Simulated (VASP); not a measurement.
LiGeBr3:

```
CELL_PARAMETERS angstrom
4.78126 0.00000 0.00000
0.00000 4.78126 0.00000
0.00000 0.00000 4.78126
ATOMIC_POSITIONS crystal
Li 0.50000 0.50000 0.50000
Ge 0.00000 0.00000 0.00000
Br 0.50000 0.00000 0.00000
Br 0.00000 0.50000 0.00000
Br 0.00000 0.00000 0.50000
```

* Program: VASP 6.6.1
* Task: relaxation of cell and atoms
* Functional: PBE
* Potentials or basis: VASP PAW PBE potentials, release 64 (Li_sv, Ge_d, Br)
* Cutoff: 600 eV
* k mesh: 4 × 4 × 4
* Occupations: gaussian, width 0.1 eV
* Spin: no spin polarisation

At the start: pressure 22.0 GPa; volume 21.86 Å³/atom.

Question: Where does the relaxation end?

Answer: Over 3 steps the energy falls by 564.4 meV/atom and the volume is 33.52 Å³/atom (+53.3 %); space group Pm-3m (No. 221, to 0.05 Å).

Step by step:
```tsv
step	energy change (eV)	largest force (eV/Å)	pressure (GPa)	volume (Å³)
1	0.0000	0.0000	22.02	109.30
2	-2.8193	0.0000	0.38	164.04
3	-2.8218	0.0000	-0.13	167.61
```

Final structure:
```
CELL_PARAMETERS angstrom
5.51355 0.00000 0.00000
0.00000 5.51355 0.00000
0.00000 0.00000 5.51355
ATOMIC_POSITIONS crystal
Li 0.50000 0.50000 0.50000
Ge 0.00000 0.00000 0.00000
Br 0.50000 0.00000 0.00000
Br 0.00000 0.50000 0.00000
Br 0.00000 0.00000 0.50000
```

Caveat: the cutoff is under 1.25 times the usual one of these potentials, so pressure, stress and relaxed cells hold a basis-set (Pulay) error; the volume moved by over 15 % at a fixed basis, so the end points are rough.
